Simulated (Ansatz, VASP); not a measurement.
# One calculation of NaCl, two programs

```
Cl Na
1.0
     0.00000    2.73703    2.73703
     2.73703    0.00000    2.73703
     2.73703    2.73703    0.00000
Cl Na
1 1
Direct
  0.50000 0.50000 0.50000
  0.00000 0.00000 0.00000
```

Alike in both runs: task single point; functional PBE-based screened hybrid; k mesh 4 × 4 × 4; occupations fermi-dirac, width 0.05 eV; no spin polarisation.

|  | VASP | Ansatz |
| --- | --- | --- |
| version | VASP 6.6.1 | Ansatz 0.2.0 |
| potentials or method | VASP PAW PBE potentials, release 64 (Cl, Na_pv) | Ansatz PAW |
| plane-wave cutoff (eV) | 520 | 420 |
| valence electrons in the cell | 14 | 16 |

Ansatz gave:

```
gap on the k mesh at the Fermi level (eV) : 6.63
least direct gap on the mesh (eV)         : 6.63
pressure (GPa)                            : 3.1
```

Task: Estimate VASP's values.

Result: gap on the k mesh at the Fermi level (eV): 6.62; least direct gap on the mesh (eV): 6.62; pressure (GPa): 3.1.

VASP's potentials were made for PBE, not for PBE-based screened hybrid. VASP's potentials hold 14 valence electrons a cell and Ansatz's 16, so a difference there can come from the potentials and not from the codes.

The k mesh is coarse, so the values compare programs but aren't converged.
